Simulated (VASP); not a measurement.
# PtS2: single point with PBE+D3(BJ)

PtS2, a slab with vacuum:

```xyz
6
Lattice="3.5415 0.0000 0.0000 -1.7708 3.0671 0.0000 0.0000 0.0000 22.4671" Properties=species:S:1:pos:R:3 pbc="T T T"
S     1.7708    1.0224    4.5000
S     0.0000    2.0447    6.9835
S     0.0000    3.0671   10.8235
S    -1.7708    4.0894   13.3071
Pt    0.0000    0.0000    5.7418
Pt   -1.7708    2.0447   12.0653
```

| Item | Value |
| --- | --- |
| Program | VASP 6.6.1 |
| Task | single point |
| Functional | PBE |
| Dispersion | D3(BJ) |
| Potentials or basis | VASP PAW PBE potentials, release 64 (S, Pt) |
| Cutoff | 520 eV |
| k mesh | 9 × 9 × 1 |
| Occupations | gaussian, width 0.05 eV |
| Spin | no spin polarisation |
| Dipole correction | yes |
| Further INCAR settings | ALGO = Normal; EDIFF = 1e-06; NBANDS = 31 |

The largest force is 0.048 eV/Å. The band gap on the k mesh is 1.59 eV, indirect (least direct gap 1.68 eV) and the dispersion energy per atom is -0.305 eV.

Forces in eV/Å, atoms in the order of the input:
```
S    0.000 -0.006  0.043
S    0.000 -0.013  0.011
S    0.000  0.013 -0.011
S    0.000  0.006 -0.043
Pt   0.000  0.009  0.048
Pt   0.000 -0.009 -0.048
```

Levels at points of the mesh, in eV from the valence-band top:
| k point | band 20 | band 21 | band 22 | band 23 | band 24 | band 25 |
| --- | --- | --- | --- | --- | --- | --- |
| (0.00, 0.00, 0.00) | -0.38 | -0.37 | -0.37 | 3.09 | 3.10 | 3.11 |

Wall time 2.5 min on 1 thread of AMD EPYC 9R45 96-Core Processor (Zen 5), on a shared host, peak memory 0.41 GiB.

Caveat: spin-orbit coupling is left out, which moves the levels of the heavy elements.
